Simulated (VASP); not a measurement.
Runs of VASP 6.6.1 on CO2. The structure is that of space group P6/mmm (No. 191), or close to it. The cells are those of the table. 

```tsv
task	cell	k mesh	cutoff (eV)	gap on the mesh (eV)	pressure (GPa)	relaxed volume (Å³/atom)
single point	a = 3.311, b = 3.311, c = 2.557 Å, angles 90.0, 90.0, 120.0°, 3 atoms	8 × 8 × 9	520	none	-0.2	-
relaxation of cell and atoms	relaxed from a = 2.860, b = 2.860, c = 3.146 Å, angles 90.0, 90.0, 120.0°, 3 atoms	9 × 9 × 7	600	none	0.1	8.13
single point	a = 3.314, b = 3.314, c = 2.575 Å, angles 90.0, 90.0, 120.0°, 3 atoms	9 × 9 × 7	520	none	-0.2	-
relaxation of cell and atoms	relaxed from a = 3.314, b = 3.314, c = 2.575 Å, angles 90.0, 90.0, 120.0°, 3 atoms	8 × 8 × 9	600	none	0.1	(a)
```

Alike in all rows: level PBEsol; potentials or basis VASP PAW PBE potentials, release 64 (C, O); no spin polarisation; smearing fermi-dirac 0.02 eV.

**Question.** Estimate the missing entries.

**Answer.** (a) 8.08.

Caveats: the PAW data sets were made with another functional, which shifts forces and pressure a little; a cell axis changed by over 15 % at a fixed basis, so the end point is rough (at least some runs).

A gap of «none» marks levels without a gap at the run's occupations.
